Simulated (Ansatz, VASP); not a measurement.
# Two plane-wave programs on Hf2S

Contents of POSCAR:

```
Hf2S
1.0
    3.3742737662      0.0000000000      0.0000000000
   -1.6871368831      2.9222068008      0.0000000000
    0.0000000000      0.0000000000     11.7174070300
Hf S
4 2
Direct
    0.6666666667      0.3333333333      0.8998116400
    0.3333333333      0.6666666667      0.3998116400
    0.6666666667      0.3333333333      0.6001883600
    0.3333333333      0.6666666667      0.1001883600
    0.0000000000      0.0000000000      0.7500000000
    0.0000000000      0.0000000000      0.2500000000
```

The input INCAR.step1:

```
ALGO = Normal
EDIFF = 1E-4
ENCUT = 520
GGA = PE
ISMEAR = 0
LASPH = T
LCHARG = F
LREAL = F
LWAVE = T
NBANDS = 35
NELM = 60
PREC = Accurate
SIGMA = 0.1
```

The input INCAR.step2:

```
ALGO = Normal
EDIFF = 1E-7
ENCUT = 520
ISIF = 2
ISMEAR = 0
ISTART = 1
LASPH = T
LCHARG = F
LMIXTAU = T
LREAL = F
LWAVE = F
METAGGA = R2SCAN
NBANDS = 35
NELM = 60
PREC = Accurate
SIGMA = 0.1
```

File KPOINTS:

```
k-points
0
Gamma
  3 3 1
```

Input for Ansatz:

```yaml
crystal:
  lattice:
    - [3.3742737662, 0.0, 0.0]
    - [-1.6871368831, 2.9222068008, 0.0]
    - [0.0, 0.0, 11.71740703]
  atoms:
    - { symbol: Hf, position: [0.6666666667, 0.3333333333, 0.89981164] }
    - { symbol: Hf, position: [0.3333333333, 0.6666666667, 0.39981164] }
    - { symbol: Hf, position: [0.6666666667, 0.3333333333, 0.60018836] }
    - { symbol: Hf, position: [0.3333333333, 0.6666666667, 0.10018836] }
    - { symbol: S, position: [0.0, 0.0, 0.75] }
    - { symbol: S, position: [0.0, 0.0, 0.25] }
basis:
  ecutwfc: 500
kpoints:
  mp_grid: { grid: [3, 3, 1] }
hamiltonian:
  xc: r2scan
scf:
  occupations: { method: gaussian, width: 0.1 }
output:
  forces: true
  stress: true
  eigenvalues: true
```

Alike in both runs: task single point; functional r2SCAN; k mesh 3 × 3 × 1; occupations gaussian, width 0.1 eV; no spin polarisation.

|  | VASP | Ansatz |
| --- | --- | --- |
| version | VASP 6.6.1 | Ansatz 0.2.0 |
| potentials or method | VASP PAW PBE potentials, release 64 (Hf_pv, S), cutoff 520 eV | scalar-relativistic, plane waves, PAW |
| valence electrons in the cell | 52 | 116 |

VASP gave:

* gap on the k mesh at the Fermi level (eV): none
* pressure (GPa): 0.7
* traceless stress, the component that is largest in VASP (GPa): 2.40
* rms of the force components (eV/Å): 0.102

Problem. Estimate Ansatz's values.

Solution. gap on the k mesh at the Fermi level (eV): none; pressure (GPa): 1.6; traceless stress, the component that is largest in VASP (GPa): 2.52; rms of the force components (eV/Å): 0.107.

VASP's potentials were made for PBE, not for r2SCAN. Atom by atom the forces differ by 0.006 eV/Å (rms over components). A gap of «none» marks a metal or a gap that the smearing closes. VASP's potentials hold 52 valence electrons a cell and Ansatz's 116, so a difference there can come from the potentials and not from the codes.

The k mesh is coarse, so the values compare programs but aren't converged. Neither program's run includes spin-orbit coupling.
